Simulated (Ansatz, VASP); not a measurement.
**CdS in VASP and in Ansatz**

```
Cd S
1.0
     4.09888    0.03719    0.04197
    -2.01723    3.49433   -0.05019
     0.03921   -0.03151    3.87711
Cd S
1 1
Direct
  0.08279 0.04742 0.62621
  0.58387 0.28591 0.25079
```

Change from the starting cell: all atoms moved at random, sigma 0.4 Å a component, cell strained at random, sigma 0.01.

Alike in both runs: task single point; functional PBE; dispersion D3(BJ); k mesh 6 × 6 × 8; occupations gaussian, width 0.05 eV; no spin polarisation.

```csv
,VASP,Ansatz
version,VASP 6.6.1,Ansatz 0.2.0
potentials or method,"VASP PAW PBE potentials, release 64 (Cd, S), cutoff 520 eV","scalar-relativistic, plane waves, PAW"
valence electrons in the cell,18,26
```

|  | VASP | Ansatz | Ansatz less VASP |
| --- | --- | --- | --- |
| gap on the k mesh at the Fermi level (eV) | none | none | - |
| pressure (GPa) | -3.1 | -3.3 | -0.23 |
| traceless stress, the component that is largest in VASP (GPa) | -7.85 | -7.65 | +0.202 |
| rms of the force components (eV/Å) | 1.073 | 1.028 | -0.0452 |

Atom by atom the forces differ by 0.047 eV/Å (rms over components). A gap of «none» marks a metal or a gap that the smearing closes. VASP's potentials hold 18 valence electrons a cell and Ansatz's 26, so a difference there can come from the potentials and not from the codes.
